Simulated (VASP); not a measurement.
A run of VASP 6.6.1 is set up as follows.

Contents of INCAR:

```
PREC = Accurate
ENCUT = 520
EDIFF = 1E-6
ISMEAR = 0
SIGMA = 0.1
LREAL = F
LASPH = T
NELM = 100
ALGO = Normal
ISIF = 2
LWAVE = F
LCHARG = T
GGA = PS
LELF = T
LVHAR = T
NBANDS = 18
```

The input KPOINTS:

```
regular mesh
0
Gamma
  12 12 12
```

File POSCAR:

```
Ta2H
1.0
    3.3467930476      0.0000000000      0.0000000000
    0.0000000000      3.3467930476      0.0000000000
    0.0000000000      0.0000000000      3.3929650062
Ta H
2 1
Direct
    0.5000000000      0.0000000000      0.7399944571
    0.0000000000      0.5000000000      0.2600055429
    0.0000000000      0.0000000000      0.0000000000
```

Potentials or basis: VASP PAW PBE potentials, release 64 (Ta_pv, H).

Run with:

```bash
$ cat potpaw_PBE.64/Ta_pv/POTCAR potpaw_PBE.64/H/POTCAR > POTCAR
$ mpirun -np 1 vasp_std > vasp.out
```

**Question.** What does it give for the pressure?

**Answer.** 0.1 GPa.

**Question.** Estimate the largest force.

**Answer.** 0.012 eV/Å.

Forces on the atoms (eV/Å):
```
Ta   0.000  0.000 -0.012
Ta   0.000  0.000  0.012
H    0.000  0.000  0.000
```

Caveat: the PAW data sets were made with another functional, which shifts forces and pressure a little.
